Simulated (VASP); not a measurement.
# BaTiO3 (Amm2) in VASP: single point with PBE+U

Aim: the single point of BaTiO3 with PBE+U.

All numbers are computed with VASP 6.6.1; they aren't measurements. Logs are shortened: lines on timing, memory, paths and dates and some standing lists are left out, and cuts for length are marked.

## (1) The cell of the first run

The structure is orthorhombic, space group Amm2 (No. 38). Conventional cell: a = 4.063 Å, b = 5.825 Å, c = 5.617 Å, α = 90.00°, β = 90.00°, γ = 90.00°. Ba (site symmetry mm2) has 12 O at 2.72 to 2.91 Å and 8 Ti at 3.41 to 3.55 Å within 3.6 Å. Within 2.5 Å of Ti (site symmetry mm2) lie 6 O at 1.88 to 2.17 Å. Within 3.0 Å of O (site symmetry mm2) lie 2 Ti at 2.04 Å and 4 Ba at 2.72 to 2.91 Å and 8 O at 2.84 to 2.89 Å. O (site symmetry m) has 2 Ti at 1.88 to 2.17 Å within 2.5 Å.

## (2) Single point, PBE+U

Contents of INCAR:

```
ALGO = Normal
EDIFF = 1E-6
ENCUT = 1340
GGA = PE
GGA_COMPAT = False
ISIF = 2
ISMEAR = 0
LASPH = True
LCHARG = False
LDAU = True
LDAUJ = 0 0 0
LDAUL = -1 2 -1
LDAUPRINT = 1
LDAUTYPE = 2
LDAUU = 0 4 0
LMAXMIX = 4
LREAL = False
LWAVE = False
NBANDS = 28
NELM = 200
PREC = Accurate
SIGMA = 0.05
```

Contents of KPOINTS:

```
k-points
0
Gamma
  6 6 6
```

Contents of POSCAR:

```
BaTiO3
1.0
    4.0631333954      0.0000000000      0.0000000000
    0.0000000000      2.9126463785      2.8084381662
    0.0000000000     -2.9126463785      2.8084381662
Ba Ti O
1 1 3
Direct
    0.0000000000      0.0080771855      0.0080771855
    0.5000000000      0.5197092867      0.5197092867
    0.0000000000      0.4916268346      0.4916268346
    0.5000000000      0.4938075389      0.9829991543
    0.5000000000      0.9829991543      0.4938075389
```

Potentials or basis: VASP PAW PBE potentials, release 64 (Ba_sv, Ti_sv, O_h).

Started as:

```bash
cat potpaw_PBE.64/Ba_sv/POTCAR potpaw_PBE.64/Ti_sv/POTCAR potpaw_PBE.64/O_h/POTCAR > POTCAR
mpirun -np 1 vasp_std > vasp.out
```

OUTCAR:

```text
EDIFF = 1E-6
   ENCUT = 1340
   GGA = PE
   ISIF = 2
   ISMEAR = 0
   LASPH = True
   LREAL = False
   NELM = 200
   PREC = Accurate

 ion  position               nearest neighbor table
   1  0.000  0.008  0.008-   3 2.72   4 2.83   5 2.83   4 2.83   5 2.83   3 2.90   4 2.91   5 2.91
                             5 2.91   4 2.91   3 2.91   3 2.91   2 3.41   2 3.41   2 3.52   2 3.52
   2  0.500  0.520  0.520-   4 1.88   5 1.88   3 2.04   3 2.04   5 2.17   4 2.17   1 3.41   1 3.41
                             1 3.52   1 3.52   1 3.55   1 3.55   1 3.55   1 3.55
   3  0.000  0.492  0.492-   2 2.04   2 2.04   1 2.72   1 2.90   1 2.91   1 2.91
   4  0.500  0.494  0.983-   2 1.88   2 2.17   1 2.83   1 2.83   1 2.91   1 2.91
   5  0.500  0.983  0.494-   2 1.88   2 2.17   1 2.83   1 2.83   1 2.91   1 2.91

  LATTYP: Found a base centered orthorhombic cell.
 ALAT       =     5.6168763324
 B/A-ratio  =     1.0371053967
 C/A-ratio  =     0.7233795361

  Lattice vectors:

 A1 = (   0.0000000000,   2.9126463785,   2.8084381662)
 A2 = (   0.0000000000,  -2.9126463785,   2.8084381662)
 A3 = (   4.0631333954,   0.0000000000,   0.0000000000)

Analysis of symmetry for initial positions (statically):
=====================================================================
 Subroutine PRICEL returns:
 Original cell was already a primitive cell.

 Routine SETGRP: Setting up the symmetry group for a
 base centered orthorhombic supercell.

 Subroutine GETGRP returns: Found  4 space group operations
 (whereof  4 operations were pure point group operations)
 out of a pool of  8 trial point group operations.

The static configuration has the point symmetry C_2v.

Analysis of symmetry for dynamics (positions and initial velocities):
=====================================================================
 Subroutine PRICEL returns:
 Original cell was already a primitive cell.

 Routine SETGRP: Setting up the symmetry group for a
 base centered orthorhombic supercell.

 Subroutine GETGRP returns: Found  4 space group operations
 (whereof  4 operations were pure point group operations)
 out of a pool of  8 trial point group operations.

The dynamic configuration has the point symmetry C_2v.

[... 152 lines left out ...]

  0.1066  0.0000  0.0000  0.0000  0.0000
  0.0000  0.2466  0.0000  0.0000  0.0000
  0.0000  0.0000  0.1357  0.0000 -0.0426
  0.0000  0.0000  0.0000  0.1051  0.0000
  0.0000  0.0000 -0.0426  0.0000  0.2107

spin component  2

  0.1066  0.0000  0.0000  0.0000  0.0000
  0.0000  0.2466  0.0000  0.0000  0.0000
  0.0000  0.0000  0.1357  0.0000 -0.0426
  0.0000  0.0000  0.0000  0.1051  0.0000
  0.0000  0.0000 -0.0426  0.0000  0.2107

 occupancies and eigenvectors

  o =  0.1051  v =  0.0000  0.0000  0.0000  1.0000  0.0000  0.0000  0.0000  0.0000  0.0000  0.0000      0.0000  0.0000  0.0000  0.0000  0.0000  0.0000  0.0000  0.0000  0.0000  0.0000
  o =  0.1051  v =  0.0000  0.0000  0.0000  0.0000  0.0000  0.0000  0.0000  0.0000  1.0000  0.0000      0.0000  0.0000  0.0000  0.0000  0.0000  0.0000  0.0000  0.0000  0.0000  0.0000
  o =  0.1066  v =  1.0000  0.0000  0.0000  0.0000  0.0000  0.0000  0.0000  0.0000  0.0000  0.0000      0.0000  0.0000  0.0000  0.0000  0.0000  0.0000  0.0000  0.0000  0.0000  0.0000
  o =  0.1066  v =  0.0000  0.0000  0.0000  0.0000  0.0000  1.0000  0.0000  0.0000  0.0000  0.0000      0.0000  0.0000  0.0000  0.0000  0.0000  0.0000  0.0000  0.0000  0.0000  0.0000
  o =  0.1164  v =  0.0000  0.0000 -0.9114  0.0000 -0.4116  0.0000  0.0000  0.0000  0.0000  0.0000      0.0000  0.0000  0.0000  0.0000  0.0000  0.0000  0.0000  0.0000  0.0000  0.0000
  o =  0.1164  v =  0.0000  0.0000  0.0000  0.0000  0.0000  0.0000  0.0000 -0.9114  0.0000 -0.4116      0.0000  0.0000  0.0000  0.0000  0.0000  0.0000  0.0000  0.0000  0.0000  0.0000
  o =  0.2299  v =  0.0000  0.0000  0.0000  0.0000  0.0000  0.0000  0.0000 -0.4116  0.0000  0.9114      0.0000  0.0000  0.0000  0.0000  0.0000  0.0000  0.0000  0.0000  0.0000  0.0000
  o =  0.2299  v =  0.0000  0.0000 -0.4116  0.0000  0.9114  0.0000  0.0000  0.0000  0.0000  0.0000      0.0000  0.0000  0.0000  0.0000  0.0000  0.0000  0.0000  0.0000  0.0000  0.0000
  o =  0.2466  v =  0.0000  0.0000  0.0000  0.0000  0.0000  0.0000  1.0000  0.0000  0.0000  0.0000      0.0000  0.0000  0.0000  0.0000  0.0000  0.0000  0.0000  0.0000  0.0000  0.0000
  o =  0.2466  v =  0.0000  1.0000  0.0000  0.0000  0.0000  0.0000  0.0000  0.0000  0.0000  0.0000      0.0000  0.0000  0.0000  0.0000  0.0000  0.0000  0.0000  0.0000  0.0000  0.0000

 number of electron      40.0000001 magnetization

 Free energy of the ion-electron system (eV)
  ---------------------------------------------------
  ext. energy  EPLUGINS =         0.00000000
  ---------------------------------------------------
  free energy    TOTEN  =       -37.29055590 eV

  energy without entropy =      -37.29055590  energy(sigma->0) =      -37.29055590

 E-fermi :   4.3851     XC(G=0): -11.0677

 val. band max:        4.0547681967   @ k =   0.5000   0.5000   0.5000
 cond. band min:       6.5288211223   @ k =   0.0000   0.0000   0.0000
 fundamental gap:      2.4740529256
 Fermi energy:         4.3851422711

 k-point     1 :       0.0000    0.0000    0.0000
  band No.  band energies     occupation
      1     -53.6150      2.00000
      2     -29.8240      2.00000
      3     -29.7788      2.00000
      4     -29.7658      2.00000
      5     -20.8946      2.00000
      6     -12.8330      2.00000
[... 733 lines left out ...]
     27      11.9405      0.00000
     28      12.4323      0.00000

 [... further k-points ...]
[... 5 lines left out ...]
  --------------------------------------------------------------------------------------
  -------------------------------------------------------------------------------------
  Total        0.2831304      0.1199090      3.7333288      0.0000000      0.0000000      0.0000000
  in kB        6.8242249      2.8901396     89.9835483      0.0000000      0.0000000      0.0000000
  external PRESSURE =      33.2326376 kB  Pullay stress =       0.0000000 kB

 VOLUME and BASIS-vectors are now :
 -----------------------------------------------------------------------------
  energy-cutoff  :     1340.00
  volume of cell :       66.47
      direct lattice vectors                 reciprocal lattice vectors
     4.063133395  0.000000000  0.000000000     0.246115474  0.000000000  0.000000000
     0.000000000  2.912646378  2.808438166     0.000000000  0.171665192  0.178034897
     0.000000000 -2.912646378  2.808438166     0.000000000 -0.171665192  0.178034897

 POSITION                                       TOTAL-FORCE (eV/Angst)
 -----------------------------------------------------------------------------------
      0.00000      0.00000      0.04537         0.000000     -0.000000     -0.093154
      2.03157      0.00000      2.91914         0.000000     -0.000000     -0.759400
      0.00000      0.00000      2.76141         0.000000     -0.000000      0.120516
      2.03157     -1.42484      4.14752         0.000000     -0.327522      0.366019
      2.03157      1.42484      4.14752         0.000000      0.327522      0.366019
 -----------------------------------------------------------------------------------
    total drift:                                0.000000     -0.000001      0.000872

  FREE ENERGIE OF THE ION-ELECTRON SYSTEM (eV)
  ---------------------------------------------------
  free  energy   TOTEN  =       -37.2905558983 eV

  energy  without entropy=      -37.2905558983  energy(sigma->0) =      -37.29055590
```

OSZICAR:

```text
N       E                     dE             d eps       ncg     rms          rms(c)
DAV:   1     0.677724330563E+03    0.67772E+03   -0.35390E+04  2912   0.310E+03
DAV:   2     0.808487245355E+02   -0.59688E+03   -0.57185E+03  3048   0.650E+02
DAV:   3    -0.405186956284E+02   -0.12137E+03   -0.11504E+03  4404   0.214E+02
DAV:   4    -0.487865704240E+02   -0.82679E+01   -0.82330E+01  3944   0.546E+01
DAV:   5    -0.491304004297E+02   -0.34383E+00   -0.34356E+00  4684   0.108E+01    0.235E+01
DAV:   6    -0.370970522992E+02    0.12033E+02   -0.56511E+01  4456   0.674E+01    0.896E+00
DAV:   7    -0.373582205125E+02   -0.26117E+00   -0.82319E+00  4092   0.174E+01    0.583E+00
DAV:   8    -0.372839352640E+02    0.74285E-01   -0.12034E+00  3824   0.972E+00    0.219E+00
DAV:   9    -0.373048260839E+02   -0.20891E-01   -0.22790E-01  3984   0.360E+00    0.118E+00
DAV:  10    -0.373034562374E+02    0.13698E-02   -0.14780E-01  3816   0.235E+00    0.958E-01
DAV:  11    -0.372917898522E+02    0.11666E-01   -0.77239E-02  4500   0.231E+00    0.319E-01
DAV:  12    -0.372905686695E+02    0.12212E-02   -0.56669E-03  3620   0.698E-01    0.115E-01
DAV:  13    -0.372906156560E+02   -0.46987E-04   -0.23691E-03  3760   0.282E-01    0.693E-02
DAV:  14    -0.372905850779E+02    0.30578E-04   -0.20239E-04  3804   0.132E-01    0.464E-02
DAV:  15    -0.372905573540E+02    0.27724E-04   -0.88182E-05  4212   0.599E-02    0.220E-02
DAV:  16    -0.372905555364E+02    0.18176E-05   -0.45816E-05  3892   0.515E-02    0.102E-02
DAV:  17    -0.372905558983E+02   -0.36197E-06   -0.23953E-06  3104   0.125E-02
   1 F= -.37290556E+02 E0= -.37290556E+02  d E =-.142943E-22
```

stdout:

```text
POSCAR found type information on POSCAR BaTiO
 POSCAR found :  3 types and       5 ions
 scaLAPACK will be used
 LDA part: xc-table for (Slater+PW92), standard interpolation
 POSCAR, INCAR and KPOINTS ok, starting setup
 FFT: planning ... GRIDC
 FFT: planning ... GRID_SOFT
 FFT: planning ... GRID
 WAVECAR not read
 entering main loop
```

It took 8.8 min on 1 thread of Intel Xeon Platinum 8488C (Sapphire Rapids), shared host; peak memory 0.6 GiB.

What came out:

```
Free energy            : -37.2906 eV
Pressure               : 3.3 GPa
Largest force          : 0.759 eV/Å
Band gap on the k mesh : 2.47 eV (least direct gap 2.86 eV)
```

Forces on the atoms (eV/Å):
```
Ba   0.000  0.000 -0.093
Ti   0.000  0.000 -0.759
O    0.000  0.000  0.121
O    0.000 -0.328  0.366
O    0.000  0.328  0.366
```

Levels at points of the mesh, in eV from the valence-band top:
| k point | band 16 | band 17 | band 18 | band 19 | band 20 | band 21 | band 22 | band 23 | band 24 | band 25 |
| --- | --- | --- | --- | --- | --- | --- | --- | --- | --- | --- |
| (0.00, 0.00, 0.00) | -1.19 | -1.18 | -0.49 | -0.48 | -0.39 | 2.47 | 2.53 | 2.66 | 4.02 | 4.13 |
| (0.50, 0.00, 0.00) | -2.03 | -1.60 | -1.38 | -1.20 | -0.96 | 2.81 | 3.76 | 3.96 | 4.09 | 5.55 |
| (0.00, 0.50, 0.00) | -1.85 | -1.83 | -1.70 | -0.94 | -0.85 | 2.66 | 3.92 | 3.96 | 4.08 | 5.71 |
| (0.50, 0.50, 0.00) | -2.46 | -1.88 | -1.02 | -0.99 | -0.12 | 3.88 | 3.97 | 4.33 | 4.61 | 7.29 |
| (0.00, 0.50, 0.50) | -2.58 | -1.82 | -0.87 | -0.80 | -0.17 | 3.95 | 4.04 | 4.31 | 4.67 | 7.37 |
| (0.50, 0.50, 0.50) | -2.44 | -2.20 | -0.10 | -0.07 | 0.00 | 4.41 | 4.52 | 4.61 | 6.23 | 6.41 |

Eigenvalues of the final occupation matrices:
```csv
site,spin,trace,eigenvalues
site 2 d,1,0.80,0.11 0.11 0.12 0.23 0.25
site 2 d,2,0.80,0.11 0.11 0.12 0.23 0.25
```

Caveat: the stress differs along the axes, from 0 to 9 GPa; spin-orbit coupling is left out, which moves the levels of the heavy elements.
